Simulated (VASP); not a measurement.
# W3O (P4_2mc) in VASP: single point with PBE

Aim: the single point of W3O with PBE.

All numbers are computed with VASP 6.6.1; they aren't measurements. Logs are shortened: lines on timing, memory, paths and dates and some standing lists are left out, and cuts for length are marked.

**1. The cell of the first run**

It takes space group P4_2mc (No. 105, tetragonal). The conventional cell has a = 4.885 Å, b = 4.885 Å, c = 4.885 Å, α = 90.00°, β = 90.00°, γ = 90.00°. Within 3.2 Å of W (site symmetry 2mm) lie 10 W at 2.44 to 2.99 Å and 4 O at 2.71 to 2.75 Å. Within 3.2 Å of W (site symmetry m) lie 10 W at 2.44 to 2.99 Å and 4 O at 2.70 to 2.76 Å. Within 3.6 Å of O (site symmetry 2mm) lie 12 W at 2.70 to 2.76 Å.

**2. Single point, PBE (all W atoms moved +0.037 Å, as atom 1 along Cartesian [0 1 0])**

INCAR

```
PREC     = Accurate       # precision mode
ENCUT    = 520            # plane-wave cutoff, eV
EDIFF    = 1E-6           # SCF threshold, eV
ISMEAR   = 0              # smearing method
SIGMA    = 0.15           # smearing width, eV
LREAL    = F              # projectors in reciprocal space
LASPH    = T              # aspherical terms in the spheres
NELM     = 80             # most SCF steps
ALGO     = Normal         # electronic algorithm
ISIF     = 2              # what is computed and relaxed
LWAVE    = F              # write WAVECAR
LCHARG   = F              # write CHGCAR
GGA      = PE             # functional
NBANDS   = 58             # bands
```

KPOINTS

```
Automatic mesh
0
Gamma
  8 8 8
```

POSCAR

```
W3O
1.0
    4.8845028662      0.0000000000      0.0000000000
    0.0000000000      4.8845028662      0.0000000000
    0.0000000000      0.0000000000      4.8845028662
W O
6 2
Direct
    0.5000000000      0.7576773422      0.0000000000
    0.0000000000      0.5076773422      0.7500000000
    0.2500000000      0.0076773422      0.5000000000
    0.5000000000      0.2576773422      0.0000000000
    0.0000000000      0.5076773422      0.2500000000
    0.7500000000      0.0076773422      0.5000000000
    0.5000000000      0.5000000000      0.5000000000
    0.0000000000      0.0000000000      0.0000000000
```

Potentials or basis: VASP PAW PBE potentials, release 64 (W_sv, O).

Command:

```console
cat potpaw_PBE.64/W_sv/POTCAR potpaw_PBE.64/O/POTCAR > POTCAR
mpirun -np 1 vasp_std > vasp.out
```

OUTCAR:

```text
PREC = Accurate
   ENCUT = 520
   EDIFF = 1E-6
   ISMEAR = 0
   LREAL = F
   LASPH = T
   NELM = 80
   ISIF = 2
   GGA = PE

 ion  position               nearest neighbor table
   1  0.500  0.758  0.000-   4 2.44   4 2.44   8 2.71   8 2.71   6 2.99   3 2.99   3 2.99   6 2.99
                             2 2.99   2 2.99   5 2.99   5 2.99
   2  0.000  0.508  0.750-   5 2.44   5 2.44   8 2.70   1 2.99   6 2.99   3 2.99   4 2.99   3 2.99
                             6 2.99   1 2.99   4 2.99
   3  0.250  0.008  0.500-   6 2.44   6 2.44   7 2.70   5 2.99   1 2.99   2 2.99   1 2.99   4 2.99
                             2 2.99   5 2.99   4 2.99
   4  0.500  0.258  0.000-   1 2.44   1 2.44   7 2.71   7 2.71   6 2.99   2 2.99   3 2.99   6 2.99
                             3 2.99   5 2.99   2 2.99   5 2.99
   5  0.000  0.508  0.250-   2 2.44   2 2.44   8 2.70   4 2.99   6 2.99   1 2.99   3 2.99   3 2.99
                             6 2.99   1 2.99   4 2.99
   6  0.750  0.008  0.500-   3 2.44   3 2.44   7 2.70   4 2.99   5 2.99   2 2.99   1 2.99   4 2.99
                             2 2.99   5 2.99   1 2.99
   7  0.500  0.500  0.500-   3 2.70   6 2.70   4 2.71   4 2.71
   8  0.000  0.000  0.000-   2 2.70   5 2.70   1 2.71   1 2.71

  LATTYP: Found a simple cubic cell.
 ALAT       =     4.8845028662

  Lattice vectors:

 A1 = (   4.8845028662,   0.0000000000,   0.0000000000)
 A2 = (   0.0000000000,   4.8845028662,   0.0000000000)
 A3 = (   0.0000000000,   0.0000000000,   4.8845028662)

Analysis of symmetry for initial positions (statically):
=====================================================================
 Subroutine PRICEL returns:
 Original cell was already a primitive cell.

 Routine SETGRP: Setting up the symmetry group for a
 simple cubic supercell.

 Subroutine GETGRP returns: Found  8 space group operations
 (whereof  4 operations were pure point group operations)
 out of a pool of 48 trial point group operations.

The static configuration has the point symmetry C_2v.
 The point group associated with its full space group is C_4v.

Analysis of symmetry for dynamics (positions and initial velocities):
=====================================================================
 Subroutine PRICEL returns:
 Original cell was already a primitive cell.

 Routine SETGRP: Setting up the symmetry group for a
 simple cubic supercell.

 Subroutine GETGRP returns: Found  8 space group operations
 (whereof  4 operations were pure point group operations)
 out of a pool of 48 trial point group operations.

The dynamic configuration has the point symmetry C_2v.
 The point group associated with its full space group is C_4v.

 Subroutine INISYM returns: Found  8 space group operations
 (whereof  4 operations are pure point group operations),
 and found     1 'primitive' translations

----------------------------------------------------------------------------------------

                                     Primitive cell

  volume of cell :     116.5363

  direct lattice vectors                    reciprocal lattice vectors
     4.884502866  0.000000000  0.000000000     0.204729125  0.000000000  0.000000000
     0.000000000  4.884502866  0.000000000     0.000000000  0.204729125  0.000000000
     0.000000000  0.000000000  4.884502866     0.000000000  0.000000000  0.204729125

  length of vectors
     4.884502866  4.884502866  4.884502866     0.204729125  0.204729125  0.204729125

  position of ions in fractional coordinates (direct lattice)
     0.500000000  0.757677342  0.000000000
     0.000000000  0.507677342  0.750000000
     0.250000000  0.007677342  0.500000000
     0.500000000  0.257677342  0.000000000
     0.000000000  0.507677342  0.250000000
     0.750000000  0.007677342  0.500000000
     0.500000000  0.500000000  0.500000000
     0.000000000  0.000000000  0.000000000

  ion indices of the primitive-cell ions
   primitive index   ion index
                 1           1
                 2           2
                 3           3
                 4           4
                 5           5
                 6           6
                 7           7
                 8           8

----------------------------------------------------------------------------------------

 KPOINTS: Automatic mesh

Automatic generation of k-mesh.
 Grid dimensions read from file:
 generate k-points for:    8    8    8

 Generating k-lattice:

  Cartesian coordinates                     Fractional coordinates (reciprocal lattice)
     0.025591141  0.000000000  0.000000000     0.125000000  0.000000000  0.000000000
     0.000000000  0.025591141  0.000000000     0.000000000  0.125000000  0.000000000
     0.000000000  0.000000000  0.025591141     0.000000000  0.000000000  0.125000000

  Length of vectors
     0.025591141  0.025591141  0.025591141

  Shift w.r.t. Gamma in fractional coordinates (k-lattice)
     0.000000000  0.000000000  0.000000000

 Subroutine IBZKPT returns following result:
 ===========================================

 Found     75 irreducible k-points:

 Following reciprocal coordinates:
            Coordinates               Weight
  0.000000  0.000000  0.000000      1.000000
  0.125000  0.000000  0.000000      4.000000
  0.000000  0.125000  0.000000      2.000000
  0.250000  0.000000  0.000000      4.000000
  0.000000  0.250000  0.000000      2.000000
  0.375000  0.000000  0.000000      4.000000
[... 16 lines left out ...]
  0.375000  0.250000  0.000000      8.000000
  0.000000  0.375000  0.250000      8.000000
 [... further k-points ...]
   k-points           NKPTS =     75   k-points in BZ     NKDIM =     75   number of bands    NBANDS=     58
   number of dos      NEDOS =    301   number of ions     NIONS =      8
   total plane-waves  NPLWV =  46656
   dimension x,y,z NGX =    36 NGY =   36 NGZ =   36
   dimension x,y,z NGXF=    72 NGYF=   72 NGZF=   72
   ions per type =               6   2
   NGX,Y,Z   is equivalent  to a cutoff of  12.25, 12.25, 12.25 a.u.
   NGXF,Y,Z  is equivalent  to a cutoff of  24.51, 24.51, 24.51 a.u.
 SYSTEM =  unknown system
   PREC   = accura    normal or accurate (medium, high low for compatibility)
   ISTART =      0    job   : 0-new  1-cont  2-samecut
   ICHARG =      2    charge: 1-file 2-atom 10-const
   ISPIN  =      1    spin polarized calculation?
   LNONCOLLINEAR =      F non collinear calculations
   LSORBIT =      F    spin-orbit coupling
   LASPH  =      T    aspherical Exc in radial PAW
   ENCUT  =  520.0 eV  38.22 Ry    6.18 a.u.   9.08  9.08  9.08*2*pi/ulx,y,z
   NELM   =     80;   NELMIN=  2; NELMDL= -5     # of ELM steps
   EDIFF  = 0.1E-05   stopping-criterion for ELM
   LREAL  =      F    real-space projection
   EDIFFG = 0.1E-04   stopping-criterion for IOM
   NSW    =      0    number of steps for IOM
   IBRION =     -1    ionic relax: 0-MD 1-quasi-New 2-CG
   NFREE  =      0    steps in history (QN), initial steepest desc. (CG)
   ISIF   =      2    stress and relaxation
   ISYM   =      2    0-nonsym 1-usesym 2-fastsym
   POTIM  = 0.5000    time-step for ionic-motion
   TEBEG  =    0.0;   TEEND  =   0.0 temperature during run
   PSTRESS=    0.0 pullay stress
   NELECT =      96.0000    total number of electrons
   NUPDOWN=      -1.0000    fix difference up-down
   EMIN   =  10.00;   EMAX   =-10.00  energy-range for DOS
   EFERMI =   0.00;   METHOD = LEGACY
   ISMEAR =     0;   SIGMA  =   0.15  broadening in eV -4-tet -1-fermi 0-gaus
   EFERMI_NEDOS =   21; number of points for ismear=-14 and -15
   IALGO  =     38    algorithm
   IMIX   =      4    mixing-type and parameters
     AMIX     =   0.40;   BMIX     =  1.00
     AMIX_MAG =   1.60;   BMIX_MAG =  1.00
  volume/ion in A,a.u.               =      14.57        98.30
  Fermi-wavevector in a.u.,A,eV,Ry     =   1.534658  2.900083 32.044094  2.355174
  Thomas-Fermi vector in A             =   2.641555
   LORBIT       =      0    0 simple, 1 ext, 2 COOP (PROOUT), +10 PAW based schemes
   GGA     = PE    functional components
   LHFCALC =     F    Hartree Fock is set to
   AEXX    =    0.0000 exact exchange contribution
   IVDW    =     0    specifies the selected vdW correction
   LEPSILON=     F    determine dielectric tensor
   LRPA    =     F    only Hartree local field effects (RPA)
 non-spin polarized calculation
 Gauss-broadening in eV      SIGMA  =   0.15
  energy-cutoff  :      520.00
  volume of cell :      116.54
 maximum number of plane-waves:      3178
   NGX = 19   NGY = 19   NGZ = 19

 number of electron      95.9999996 magnetization

 Free energy of the ion-electron system (eV)
  ---------------------------------------------------
  ext. energy  EPLUGINS =         0.00000000
  ---------------------------------------------------
  free energy    TOTEN  =       -80.85106891 eV

  energy without entropy =      -80.77366909  energy(sigma->0) =      -80.81236900

 E-fermi :   9.8014     XC(G=0): -13.0692

 val. band max:        9.7980670812   @ k =   0.1250   0.1250   0.1250
 cond. band min:       9.8068340765   @ k =   0.1250   0.0000   0.1250
 fundamental gap:      0.0087669954
 Fermi energy:         9.8014480163

 k-point     1 :       0.0000    0.0000    0.0000
  band No.  band energies     occupation
      1     -64.4651      2.00000
      2     -64.4090      2.00000
      3     -64.4086      2.00000
      4     -64.2007      2.00000
      5     -64.2007      2.00000
      6     -64.2001      2.00000
[... 50 lines left out ...]
     57      13.1085      0.00000
     58      13.6841      0.00000

 k-point     2 :       0.1250    0.0000    0.0000
  band No.  band energies     occupation
      1     -64.4610      2.00000
      2     -64.4103      2.00000
      3     -64.4030      2.00000
      4     -64.2094      2.00000
      5     -64.2007      2.00000
      6     -64.2002      2.00000
[... 50 lines left out ...]
     57      12.9084      0.00000
     58      13.5675      0.00000

 k-point     3 :       0.0000    0.1250    0.0000
  band No.  band energies     occupation
      1     -64.4611      2.00000
      2     -64.4106      2.00000
      3     -64.4027      2.00000
      4     -64.2088      2.00000
      5     -64.2007      2.00000
      6     -64.2007      2.00000
[... 1216 lines left out ...]
      3     -64.3527      2.00000
      4     -64.2708      2.00000
      5     -64.2331      2.00000
      6     -64.2007      2.00000
[... 50 lines left out ...]
     57      12.4715      0.00000
     58      12.5229      0.00000

 k-point    24 :       0.0000    0.3750    0.2500
  band No.  band energies     occupation
      1     -64.4319      2.00000
      2     -64.3979      2.00000
      3     -64.3523      2.00000
      4     -64.2702      2.00000
      5     -64.2336      2.00000
      6     -64.2007      2.00000
[... 50 lines left out ...]
     57      12.4719      0.00000
     58      12.5241      0.00000

 [... further k-points ...]
[... 5 lines left out ...]
  --------------------------------------------------------------------------------------
  -------------------------------------------------------------------------------------
  Total        0.5740075      0.5588556      0.5740075      0.0000000      0.0000000      0.0000000
  in kB        7.8916361      7.6833225      7.8916361      0.0000000      0.0000000      0.0000000
  external PRESSURE =       7.8221982 kB  Pullay stress =       0.0000000 kB

 VOLUME and BASIS-vectors are now :
 -----------------------------------------------------------------------------
  energy-cutoff  :      520.00
  volume of cell :      116.54
      direct lattice vectors                 reciprocal lattice vectors
     4.884502866  0.000000000  0.000000000     0.204729125  0.000000000  0.000000000
     0.000000000  4.884502866  0.000000000     0.000000000  0.204729125  0.000000000
     0.000000000  0.000000000  4.884502866     0.000000000  0.000000000  0.204729125

 POSITION                                       TOTAL-FORCE (eV/Angst)
 -----------------------------------------------------------------------------------
      2.44225      3.70088      0.00000         0.000000      0.043784      0.000000
      0.00000      2.47975      3.66338         0.000000      0.055638     -0.003303
      1.22113      0.03750      2.44225        -0.003303      0.055638      0.000000
      2.44225      1.25863      0.00000         0.000000      0.043784      0.000000
      0.00000      2.47975      1.22113         0.000000      0.055638      0.003303
      3.66338      0.03750      2.44225         0.003303      0.055638      0.000000
      2.44225      2.44225      2.44225         0.000000     -0.155060      0.000000
      0.00000      0.00000      0.00000         0.000000     -0.155060      0.000000
 -----------------------------------------------------------------------------------
    total drift:                                0.000000      0.000267     -0.000003

  FREE ENERGIE OF THE ION-ELECTRON SYSTEM (eV)
  ---------------------------------------------------
  free  energy   TOTEN  =       -80.8510689091 eV

  energy  without entropy=      -80.7736690880  energy(sigma->0) =      -80.81236900
```

Wall time 13 min (1 thread of AMD EPYC 7R13, shared host); peak memory 0.42 GiB.

What came out:

- Free energy: -80.8511 eV
- Pressure: 0.8 GPa
- Largest force: 0.155 eV/Å
- Band gap on the k mesh: zero (band 48 reaches 10.22 eV, above the bottom of band 49 at 9.35 eV)

Forces in eV/Å, atoms in the order of the input:
```
W    0.000  0.044  0.000
W    0.000  0.056 -0.003
W   -0.003  0.056  0.000
W    0.000  0.044  0.000
W    0.000  0.056  0.003
W    0.003  0.056  0.000
O    0.000 -0.155  0.000
O    0.000 -0.155  0.000
```

Levels at points of the mesh, in eV from the Fermi level:
```tsv
k point	band 44	band 45	band 46	band 47	band 48	band 49	band 50	band 51	band 52	band 53
(0.00, 0.00, 0.00)	-1.37	-1.37	-0.72	0.12	0.12	0.12	1.32	1.33	1.33	2.26
(0.50, 0.00, 0.00)	-2.11	-0.92	-0.92	0.37	0.42	0.43	0.48	1.05	1.05	1.97
(0.00, 0.50, 0.00)	-2.11	-0.92	-0.92	0.42	0.42	0.42	0.42	1.05	1.05	1.98
(0.50, 0.50, 0.00)	-0.87	-0.87	-0.41	-0.41	-0.28	-0.16	-0.16	-0.10	0.09	0.87
(0.50, 0.00, 0.50)	-0.87	-0.87	-0.41	-0.41	-0.28	-0.16	-0.16	-0.11	0.09	0.87
(0.50, 0.50, 0.50)	-1.47	-0.96	-0.96	-0.95	-0.95	-0.26	-0.26	0.58	0.58	0.58
```

Caveat: the cell differs from its parent crystal (all W atoms moved +0.037 Å, as atom 1 along Cartesian [0 1 0]); spin-orbit coupling is left out, which moves the levels of the heavy elements.
